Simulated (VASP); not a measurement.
Crystal: As3Se.

```xyz
8
Lattice="5.2604 0.0000 0.0000 -2.6302 4.5556 0.0000 0.0000 0.0000 9.2999" Properties=species:S:1:pos:R:3 pbc="T T T"
As    0.0000    0.0000    2.3250
As    0.0000    0.0000    6.9749
As    0.0000    3.0371    5.4218
As    2.6302    1.5185    0.7719
As    0.0000    3.0371    8.5280
As    2.6302    1.5185    3.8780
Se    0.0000    3.0371    2.3250
Se    2.6302    1.5185    6.9749
```

The cell was generated, and may not be a known phase.

```yaml
Program: VASP 6.6.1
Task: relaxation of cell and atoms
Functional: PBE
Potentials_or_basis: VASP PAW PBE potentials, release 64 (As, Se)
Cutoff: 600 eV
k_mesh: 4 × 4 × 2
Occupations: gaussian, width 0.2 eV
Spin: no spin polarisation
```

At the start: pressure -10.5 GPa; volume 27.86 Å³/atom.

Task: How do energy, volume and symmetry change on relaxing?

Result: Over 9 steps the energy falls by 312.1 meV/atom and the volume is 20.93 Å³/atom (-24.9 %); space group P6_3/mmc (No. 194, to 0.1 Å) before and after.

The path:
| step | energy change (eV) | largest force (eV/Å) | pressure (GPa) | volume (Å³) |
| --- | --- | --- | --- | --- |
| 1 | 0.0000 | 0.1940 | -10.50 | 222.87 |
| 2 | -2.3069 | 0.2489 | -0.20 | 168.99 |
| 3 | -2.3071 | 0.2553 | -0.05 | 168.62 |
| 4 | -2.3231 | 0.3154 | -0.08 | 168.34 |
| 5 | -2.3868 | 0.3655 | -0.03 | 167.49 |
| 6 | -2.4841 | 0.1014 | 0.74 | 165.76 |
| 7 | -2.4854 | 0.0789 | 1.27 | 165.10 |
| 8 | -2.4882 | 0.0101 | 1.00 | 165.41 |
| 9 | -2.4968 | 0.0754 | 0.24 | 167.46 |

Final structure:
```
As Se
1.0
     4.84323    0.00000    0.00000
    -2.42161    4.19436    0.00000
     0.00000    0.00000    8.24343
As Se
6 2
Direct
  0.00000 0.00000 0.25000
  0.00000 0.00000 0.75000
  0.33333 0.66667 0.56585
  0.66667 0.33333 0.06585
  0.33333 0.66667 0.93415
  0.66667 0.33333 0.43415
  0.33333 0.66667 0.25000
  0.66667 0.33333 0.75000
```

Caveat: the volume moved by over 15 % at a fixed basis, so the end points are rough; the relaxation stopped at a loose force limit of 0.08 eV/Å, so its end isn't a converged minimum.
